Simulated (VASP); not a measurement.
Wanted: the native input for a VASP 6.6.1 run.

```yaml
Task: single point
Functional: PBE
Potentials_or_basis: VASP PAW PBE potentials, release 64 (Sn_d, Te)
Cutoff: 520 eV
k_mesh: 10 × 10 × 10
Occupations: gaussian, width 0.03 eV
Spin: no spin polarisation
Dipole_correction: no
Further_INCAR_settings: ALGO = Normal; EDIFF = 1e-06; NBANDS = 17
```

The structure of SnTe lies in POSCAR:

```
SnTe
1.0
    0.0000000000      3.2511950000      3.2511950000
    3.2511950000      0.0000000000      3.2511950000
    3.2511950000      3.2511950000      0.0000000000
Sn Te
1 1
Direct
    0.0000000000      0.0000000000      0.0000000000
    0.5000000000      0.5000000000      0.5000000000
```

This cell differs from its parent crystal: strain +0.030 along x and y, +0.030 along z.

One way to write it, as run:

INCAR

```
ALGO = Normal
EDIFF = 1E-6
ENCUT = 520
GGA = PE
ISIF = 2
ISMEAR = 0
LASPH = True
LCHARG = True
LELF = True
LREAL = False
LVHAR = True
LWAVE = False
NBANDS = 17
NELM = 60
PREC = Accurate
SIGMA = 0.03
```

KPOINTS

```
k-points
0
Gamma
  10 10 10
```

Potentials or basis: VASP PAW PBE potentials, release 64 (Sn_d, Te).

Command:

```sh
$ cat potpaw_PBE.64/Sn_d/POTCAR potpaw_PBE.64/Te/POTCAR > POTCAR
$ mpirun -np 1 vasp_std > vasp.out
```

It gave:

- Pressure: -1.6 GPa
- Band gap on the k mesh: 0.17 eV, direct

Caveat: the cell differs from its parent crystal (strain +0.030 along x and y, +0.030 along z); spin-orbit coupling is left out, which moves the levels of the heavy elements.

Wall time 24 s on 1 thread of Intel(R) Xeon(R) 6975P-C (Granite Rapids), with other jobs on the host, peak memory 0.22 GiB.
